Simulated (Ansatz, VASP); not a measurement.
## Two plane-wave programs on Al

File INCAR:

```
ALGO = Normal
EDIFF = 1E-7
ENCUT = 520
GGA = PS
ISIF = 2
ISMEAR = 0
LASPH = True
LCHARG = False
LREAL = False
LWAVE = False
NBANDS = 10
NELM = 60
PREC = Accurate
SIGMA = 0.15
```

The input KPOINTS:

```
k-points
0
Gamma
  24 24 14
```

The input POSCAR:

```
Al
1.0
    2.7788184262      0.0000000000      0.0000000000
   -1.3894092131      2.4065273496      0.0000000000
    0.0000000000      0.0000000000      4.5213833727
Al
2
Direct
    0.6666666667      0.3333333333      0.7500000000
    0.3333333333      0.6666666667      0.2500000000
```

Input for Ansatz:

```yaml
crystal:
  lattice:
    - [2.7788184262, 0.0, 0.0]
    - [-1.3894092131, 2.4065273496, 0.0]
    - [0.0, 0.0, 4.5213833727]
  atoms:
    - { symbol: Al, position: [0.6666666667, 0.3333333333, 0.75] }
    - { symbol: Al, position: [0.3333333333, 0.6666666667, 0.25] }
basis:
  ecutwfc: 420
kpoints:
  mp_grid: { grid: [24, 24, 14] }
hamiltonian:
  xc: pbesol
scf:
  occupations: { method: gaussian, width: 0.15 }
output:
  forces: true
  stress: true
  eigenvalues: true
```

Change from the starting cell: strain -0.025 along x and y, -0.025 along z, atoms carried along.

Alike in both runs: task single point; functional PBEsol; k mesh 24 × 24 × 14; occupations gaussian, width 0.15 eV; no spin polarisation.

|  | VASP | Ansatz |
| --- | --- | --- |
| version | VASP 6.6.1 | Ansatz 0.2.0 |
| potentials or method | VASP PAW PBE potentials, release 64 (Al), cutoff 520 eV | scalar-relativistic, plane waves, PAW |
| valence electrons in the cell | 6 | 6 |

|  | VASP | Ansatz | Ansatz less VASP |
| --- | --- | --- | --- |
| gap on the k mesh at the Fermi level (eV) | none | none | - |
| pressure (GPa) | 7.2 | 7.1 | -0.09 |
| traceless stress, the component that is largest in VASP (GPa) | 0.99 | 0.99 | +0.001 |

VASP's potentials were made for PBE, not for PBEsol. A gap of «none» marks a metal or a gap that the smearing closes.
